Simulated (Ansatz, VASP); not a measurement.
**One calculation of Al, two programs**

The input INCAR:

```
  PREC = Accurate
  ENCUT = 520
  EDIFF = 1E-7
  ISMEAR = 0
  SIGMA = 0.15
  LREAL = F
  LASPH = T
  NELM = 80
  ALGO = Fast
  ISIF = 2
  LWAVE = F
  LCHARG = T
  GGA = PE
  IVDW = 12
  LELF = T
  LVHAR = T
  NBANDS = 14
```

KPOINTS

```
Automatic mesh
0
Gamma
  18 18 4
```

Contents of POSCAR:

```
Al
1.0
    2.8518540810      0.0000000000      0.0000000000
   -1.4259270405      2.4697780820      0.0000000000
    0.0000000000      0.0000000000      9.2410470711
Al
4
Direct
   -0.1294048887      0.0000000000      0.0000000000
    0.3333333333      0.6666666667      0.2500000000
    0.1294048887      0.0000000000      0.5000000000
    0.6666666667      0.3333333333      0.7500000000
```

Input for Ansatz:

```yaml
crystal:
  lattice:
    - [2.851854081, 0.0, 0.0]
    - [-1.4259270405, 2.469778082, 0.0]
    - [0.0, 0.0, 9.2410470711]
  atoms:
    - { symbol: Al, position: [-0.1294048887, 0.0, 0.0] }
    - { symbol: Al, position: [0.3333333333, 0.6666666667, 0.25] }
    - { symbol: Al, position: [0.1294048887, 0.0, 0.5] }
    - { symbol: Al, position: [0.6666666667, 0.3333333333, 0.75] }
basis:
  ecutwfc: 420
kpoints:
  mp_grid: { grid: [18, 18, 4] }
hamiltonian:
  xc: pbe
  pseudopotentials: { kind: paw, azcp: { folder: soft_1 } }
  dispersion: d3bj
scf:
  occupations: { method: gaussian, width: 0.15 }
output:
  forces: true
  stress: true
  eigenvalues: true
```

Change from the starting cell: mode 4 frozen in at -0.364 Å, equal normal strain along x and y +0.0133.

Alike in both runs: task single point; functional PBE; dispersion D3(BJ); k mesh 18 × 18 × 4; occupations gaussian, width 0.15 eV; no spin polarisation.

|  | VASP | Ansatz |
| --- | --- | --- |
| version | VASP 6.6.1 | Ansatz 0.2.0 |
| potentials or method | VASP PAW PBE potentials, release 64 (Al), cutoff 520 eV | scalar-relativistic, plane waves, PAW |
| valence electrons in the cell | 12 | 12 |

Ansatz gave:

```
gap on the k mesh at the Fermi level (eV)                     : none
pressure (GPa)                                                : -1.0
traceless stress, the component that is largest in VASP (GPa) : 2.51
rms of the force components (eV/Å)                            : 0.143
```

Question: What did VASP give for the same quantities?

Answer: gap on the k mesh at the Fermi level (eV): none; pressure (GPa): -1.0; traceless stress, the component that is largest in VASP (GPa): 2.51; rms of the force components (eV/Å): 0.142.

Atom by atom the forces differ by 0.000 eV/Å (rms over components). A gap of «none» marks a metal or a gap that the smearing closes.
